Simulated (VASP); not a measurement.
# Si (I4/mmm) in VASP: further runs, part 2 of 2

VASP 6.6.1. The steps go on from the part before.

### Step 3. Single point, r2SCAN (strain -0.0500 x Voigt [0, 0, 1, 0, 0, 0])

The input, POSCAR:

```
Si
1.0
   -3.3273296543      3.3273296543      1.8257864968
    3.3273296543     -3.3273296543      1.8257864968
    3.3273296543      3.3273296543     -1.8257864968
Si
4
Direct
    0.1787531995      0.1787531995      0.3575063991
    0.8212468005      0.8212468005      0.6424936010
    0.1787531995      0.8212468005      0.0000000000
    0.8212468005      0.1787531995      0.0000000000
```

The input, INCAR.step1:

```
SYSTEM = Si
PREC     = Accurate       ! precision mode
ENCUT    = 520            ! plane-wave cutoff, eV
ISMEAR   = 0              ! smearing method
SIGMA    = 0.05           ! smearing width, eV
LREAL    = .FALSE.        ! projectors in reciprocal space
LASPH    = .TRUE.         ! aspherical terms in the spheres
NELM     = 100            ! most SCF steps
NBANDS   = 16             ! bands
GGA      = PE             ! functional
ALGO     = Normal         ! electronic algorithm
EDIFF    = 1E-4           ! SCF threshold, eV
LWAVE    = .TRUE.         ! write WAVECAR
LCHARG   = .FALSE.        ! write CHGCAR
```

The input, INCAR.step2:

```
SYSTEM = Si
PREC     = Accurate       ! precision mode
ENCUT    = 520            ! plane-wave cutoff, eV
EDIFF    = 1E-6           ! SCF threshold, eV
ISMEAR   = 0              ! smearing method
SIGMA    = 0.05           ! smearing width, eV
LREAL    = .FALSE.        ! projectors in reciprocal space
LASPH    = .TRUE.         ! aspherical terms in the spheres
NELM     = 100            ! most SCF steps
ALGO     = Normal         ! electronic algorithm
ISIF     = 2              ! what is computed and relaxed
LWAVE    = .FALSE.        ! write WAVECAR
LCHARG   = .FALSE.        ! write CHGCAR
METAGGA  = R2SCAN         ! meta-GGA
LMIXTAU  = .TRUE.       
NBANDS   = 16             ! bands
ISTART   = 1
```

The input, KPOINTS:

```
regular mesh
0
G
  10 10 10
  0 0 0
```

Potentials or basis: VASP PAW PBE potentials, release 64 (Si).

Run with:

```console
cat potpaw_PBE.64/Si/POTCAR > POTCAR
cp INCAR.step1 INCAR
mpirun -np 1 vasp_std > vasp.out
cp INCAR.step2 INCAR
mpirun -np 1 vasp_std > vasp.out
```

OUTCAR:

```text
SYSTEM = Si
   PREC = Accurate
   ENCUT = 520
   EDIFF = 1E-6
   ISMEAR = 0
   LREAL = .FALSE.
   LASPH = .TRUE.
   NELM = 100
   ISIF = 2
   METAGGA = R2SCAN
   ISTART = 1

 ion  position               nearest neighbor table
   1  0.179  0.179  0.358-   2 2.27   2 2.27   3 2.38   4 2.38
   2  0.821  0.821  0.642-   1 2.27   1 2.27   4 2.38   3 2.38
   3  0.179  0.821  0.000-   4 2.27   4 2.27   2 2.38   1 2.38
   4  0.821  0.179  0.000-   3 2.27   3 2.27   2 2.38   1 2.38

  LATTYP: Found a body centered tetragonal cell.
 ALAT       =     6.6546593086
 C/A-ratio  =     0.5487242583

  Lattice vectors:

 A1 = (  -3.3273296543,   3.3273296543,   1.8257864968)
 A2 = (   3.3273296543,  -3.3273296543,   1.8257864968)
 A3 = (   3.3273296543,   3.3273296543,  -1.8257864968)

Analysis of symmetry for initial positions (statically):
=====================================================================
 Subroutine PRICEL returns:
 Original cell was already a primitive cell.

 Routine SETGRP: Setting up the symmetry group for a
 body centered tetragonal supercell.

 Subroutine GETGRP returns: Found 16 space group operations
 (whereof 16 operations were pure point group operations)
 out of a pool of 16 trial point group operations.

The static configuration has the point symmetry D_4h.

Analysis of symmetry for dynamics (positions and initial velocities):
=====================================================================
 Subroutine PRICEL returns:
 Original cell was already a primitive cell.

 Routine SETGRP: Setting up the symmetry group for a
 body centered tetragonal supercell.

 Subroutine GETGRP returns: Found 16 space group operations
 (whereof 16 operations were pure point group operations)
 out of a pool of 16 trial point group operations.

The dynamic configuration has the point symmetry D_4h.

 Subroutine INISYM returns: Found 16 space group operations
[... 122 lines left out ...]
  volume/ion in A,a.u.               =      20.21       136.41
  Fermi-wavevector in a.u.,A,eV,Ry     =   0.953998  1.802795 12.382836  0.910113
  Thomas-Fermi vector in A             =   2.082705
   LORBIT       =      0    0 simple, 1 ext, 2 COOP (PROOUT), +10 PAW based schemes
   METAGGA = R2SCAN    functional components
   LHFCALC =     F    Hartree Fock is set to
   AEXX    =    0.0000 exact exchange contribution
   IVDW    =     0    specifies the selected vdW correction
   LEPSILON=     F    determine dielectric tensor
   LRPA    =     F    only Hartree local field effects (RPA)
 non-spin polarized calculation
 Gauss-broadening in eV      SIGMA  =   0.05
  energy-cutoff  :      520.00
  volume of cell :       80.85
 maximum number of plane-waves:      2200
 NGX is ok and might be reduce to    40
   NGX = 19   NGY = 19   NGZ = 19

 number of electron      16.0000000 magnetization

 Free energy of the ion-electron system (eV)
  ---------------------------------------------------
  ext. energy  EPLUGINS =         0.00000000
  ---------------------------------------------------
  free energy    TOTEN  =       -34.47003392 eV

  energy without entropy =      -34.47003392  energy(sigma->0) =      -34.47003392

 E-fermi :   6.0134     XC(G=0):  -9.7292

 val. band max:        5.7964928486   @ k =   0.5000   0.5000   0.5000
 cond. band min:       6.2295426570   @ k =  -0.1000  -0.2000   0.1000
 fundamental gap:      0.4330498084
 Fermi energy:         6.0134473340

 k-point     1 :       0.0000    0.0000    0.0000
  band No.  band energies     occupation
      1      -7.1219      2.00000
      2      -2.8235      2.00000
      3      -0.1146      2.00000
      4      -0.1146      2.00000
      5       1.7211      2.00000
      6       4.5324      2.00000
[... 433 lines left out ...]
      3      -1.6085      2.00000
      4       0.6196      2.00000
      5       1.2156      2.00000
      6       2.5626      2.00000
[... 8 lines left out ...]
     15      12.8513      0.00000
     16      13.7173      0.00000

 [... further k-points ...]

------------------------ aborting loop because EDIFF is reached ----------------------------------------

  FORCE on cell =-STRESS in cart. coord.  units (eV):
  Direction    XX          YY          ZZ          XY          YZ          ZX
  --------------------------------------------------------------------------------------
  -------------------------------------------------------------------------------------
  Total        0.7969974      0.7969974      6.5514230      0.0000000      0.0000000     -0.0000000
  in kB       15.7930438     15.7930438    129.8208885      0.0000000      0.0000000     -0.0000000
  external PRESSURE =      53.8023254 kB  Pullay stress =       0.0000000 kB

 VOLUME and BASIS-vectors are now :
 -----------------------------------------------------------------------------
  energy-cutoff  :      520.00
  volume of cell :       80.85
      direct lattice vectors                 reciprocal lattice vectors
    -3.327329654  3.327329654  1.825786497     0.000000000  0.150270653  0.273854583
     3.327329654 -3.327329654  1.825786497     0.150270653  0.000000000  0.273854583
     3.327329654  3.327329654 -1.825786497     0.150270653  0.150270653  0.000000000

 POSITION                                       TOTAL-FORCE (eV/Angst)
 -----------------------------------------------------------------------------------
      1.18954      1.18954     -0.00000        -0.422959     -0.422959     -0.000000
      2.13779      2.13779      1.82579         0.422959      0.422959      0.000000
      2.13779     -2.13779      1.82579         0.422959     -0.422959      0.000000
     -2.13779      2.13779      1.82579        -0.422959      0.422959      0.000000
 -----------------------------------------------------------------------------------
    total drift:                               -0.000000     -0.000000      0.000000

  FREE ENERGIE OF THE ION-ELECTRON SYSTEM (eV)
  ---------------------------------------------------
  free  energy   TOTEN  =       -34.4700339240 eV

  energy  without entropy=      -34.4700339240  energy(sigma->0) =      -34.47003392
```

OSZICAR.step1:

```text
N       E                     dE             d eps       ncg     rms          rms(c)
DAV:   1     0.268204565989E+02    0.26820E+02   -0.60155E+03  3264   0.823E+02
DAV:   2    -0.197334073476E+02   -0.46554E+02   -0.41814E+02  4448   0.120E+02
DAV:   3    -0.215730168209E+02   -0.18396E+01   -0.18268E+01  4496   0.224E+01
DAV:   4    -0.215954797438E+02   -0.22463E-01   -0.22460E-01  4040   0.320E+00
DAV:   5    -0.215959108342E+02   -0.43109E-03   -0.43105E-03  4592   0.422E-01    0.730E+00
DAV:   6    -0.212455952442E+02    0.35032E+00   -0.15972E-01  3720   0.187E+00    0.445E+00
DAV:   7    -0.210936393145E+02    0.15196E+00   -0.30952E-01  4016   0.270E+00    0.360E-01
DAV:   8    -0.210974750416E+02   -0.38357E-02   -0.24969E-02  3912   0.811E-01    0.132E-01
DAV:   9    -0.210981402967E+02   -0.66526E-03   -0.98072E-04  4512   0.182E-01    0.968E-02
DAV:  10    -0.210983301040E+02   -0.18981E-03   -0.18965E-04  3824   0.702E-02    0.182E-02
DAV:  11    -0.210983558131E+02   -0.25709E-04   -0.36893E-05  2968   0.350E-02
   1 F= -.21098356E+02 E0= -.21098356E+02  d E =-.451243E-07
```

It took 14 min on 1 thread of Intel Xeon 8259CL, shared host; peak memory 0.3 GiB.

Results:

| Item | Value |
| --- | --- |
| Free energy | -34.4700 eV |
| Pressure | 5.4 GPa |
| Largest force | 0.598 eV/Å |
| Band gap on the k mesh | 0.43 eV (least direct gap 1.21 eV) |

Forces in eV/Å, atoms in the order of the input:
```
Si  -0.423 -0.423  0.000
Si   0.423  0.423  0.000
Si   0.423 -0.423  0.000
Si  -0.423  0.423  0.000
```

Stress tensor (GPa, compression positive):
```
 1.58  0.00  0.00
 0.00  1.58  0.00
 0.00  0.00 12.98
```

Levels at points of the mesh, in eV from the valence-band top:
| k point | band 5 | band 6 | band 7 | band 8 | band 9 | band 10 | band 11 | band 12 |
| --- | --- | --- | --- | --- | --- | --- | --- | --- |
| (0.00, 0.00, 0.00) | -4.08 | -1.26 | -1.26 | -0.49 | 1.67 | 1.67 | 2.09 | 3.06 |
| (0.50, 0.00, 0.00) | -4.74 | -3.72 | -2.48 | -1.67 | 0.97 | 2.59 | 3.20 | 3.73 |
| (0.50, 0.50, 0.00) | -3.18 | -2.24 | -1.75 | -1.39 | 2.16 | 2.47 | 2.67 | 4.25 |
| (0.50, 0.50, 0.50) | -2.71 | -0.03 | -0.03 | 0.00 | 1.21 | 3.38 | 3.80 | 4.95 |

Caveat: the cell differs from its parent crystal (strain -0.0500 x Voigt [0, 0, 1, 0, 0, 0]); the stress differs along the axes, from 2 to 13 GPa; the PAW data sets were made with another functional, which shifts forces and pressure a little. A k mesh can miss the band edges.

### Step 4. Single point, r2SCAN (strain +0.0250 x Voigt [0, 0, 1, 0, 0, 0])

The input, POSCAR:

```
Si
1.0
   -3.3273296543      3.3273296543      1.9699275361
    3.3273296543     -3.3273296543      1.9699275361
    3.3273296543      3.3273296543     -1.9699275361
Si
4
Direct
    0.1787531995      0.1787531995      0.3575063991
    0.8212468005      0.8212468005      0.6424936010
    0.1787531995      0.8212468005      0.0000000000
    0.8212468005      0.1787531995      0.0000000000
```

The input, INCAR.step1:

```
SYSTEM = Si
ALGO     = Normal         ! electronic algorithm
EDIFF    = 1E-4           ! SCF threshold, eV
ENCUT    = 520            ! plane-wave cutoff, eV
GGA      = PE             ! functional
ISMEAR   = 0              ! smearing method
LASPH    = .True.         ! aspherical terms in the spheres
LCHARG   = .False.        ! write CHGCAR
LREAL    = .False.        ! projectors in reciprocal space
LWAVE    = .True.         ! write WAVECAR
NBANDS   = 16             ! bands
NELM     = 80             ! most SCF steps
PREC     = Accurate       ! precision mode
SIGMA    = 0.05           ! smearing width, eV
```

The input, INCAR.step2:

```
SYSTEM = Si
ALGO     = Normal         ! electronic algorithm
EDIFF    = 1E-6           ! SCF threshold, eV
ENCUT    = 520            ! plane-wave cutoff, eV
ISIF     = 2              ! what is computed and relaxed
ISMEAR   = 0              ! smearing method
ISTART   = 1            
LASPH    = .True.         ! aspherical terms in the spheres
LCHARG   = .False.        ! write CHGCAR
LMIXTAU  = .True.       
LREAL    = .False.        ! projectors in reciprocal space
LWAVE    = .False.        ! write WAVECAR
METAGGA  = R2SCAN         ! meta-GGA
NBANDS   = 16             ! bands
NELM     = 80             ! most SCF steps
PREC     = Accurate       ! precision mode
SIGMA    = 0.05           ! smearing width, eV
```

The input, KPOINTS:

```
k-points
0
Gamma
  10 10 10
  0 0 0
```

Run with:

```console
cat potpaw_PBE.64/Si/POTCAR > POTCAR
cp INCAR.step1 INCAR
mpirun -np 1 vasp_std > vasp.out
cp INCAR.step2 INCAR
mpirun -np 1 vasp_std > vasp.out
```

Run time: 14 min. Hardware: 1 thread of Intel Xeon 8259CL, shared host; peak memory 0.31 GiB.

Results (log left out):

```yaml
Free_energy: -34.5924 eV
Pressure: -2.3 GPa
Largest_force: 0.213 eV/Å
Band_gap_on_the_k_mesh: 0.33 eV
```

Forces in eV/Å, atoms in the order of the input:
```
Si   0.151  0.151  0.000
Si  -0.151 -0.151  0.000
Si  -0.151  0.151  0.000
Si   0.151 -0.151  0.000
```

Stress tensor (GPa, compression positive):
```
-0.80  0.00  0.00
 0.00 -0.80  0.00
 0.00  0.00 -5.32
```

Levels at points of the mesh, in eV from the valence-band top:
```csv
k point,band 5,band 6,band 7,band 8,band 9,band 10,band 11,band 12
"(0.00, 0.00, 0.00)",-3.89,-1.69,-1.69,-0.67,1.37,1.80,1.80,2.46
"(0.50, 0.00, 0.00)",-4.48,-3.57,-2.52,-1.44,1.08,2.72,3.33,3.78
"(0.50, 0.50, 0.00)",-2.91,-2.25,-1.84,-1.82,1.63,1.95,2.17,4.38
"(0.50, 0.50, 0.50)",-3.25,-0.31,0.00,0.00,0.33,3.33,3.92,4.47
```

Caveat: the cell differs from its parent crystal (strain +0.0250 x Voigt [0, 0, 1, 0, 0, 0]); the PAW data sets were made with another functional, which shifts forces and pressure a little. A k mesh can miss the band edges.

### Step 5. Summary

```tsv
cell	gap on the mesh (eV)	pressure (GPa)	largest force (eV/Å)
a = 5.013 Å, angles 96.8, 96.8, 139.6°, 4 atoms	none	13.2	1.54
a = 5.047 Å, angles 97.5, 97.5, 137.6°, 4 atoms	0.43	5.4	0.60
a = 5.101 Å, angles 98.6, 98.6, 134.6°, 4 atoms	0.33	-2.3	0.21
```

Alike in all rows: task single point; level r2SCAN; potentials or basis VASP PAW PBE potentials, release 64 (Si); no spin polarisation; k mesh 10 × 10 × 10; cutoff (eV) 520; smearing gaussian 0.05 eV.

Caveats: the PAW data sets were made with another functional, which shifts forces and pressure a little; the stress differs along the axes, from 4 to 31 GPa (at least some runs); semilocal functionals underestimate gaps, and a narrow one can read as zero (at least some runs); the stress differs along the axes, from 2 to 13 GPa (at least some runs).

Absolute energies hang on the potentials; compare differences alone.

The gap in the log of VASP goes by the Fermi energy; the results here count the filled bands.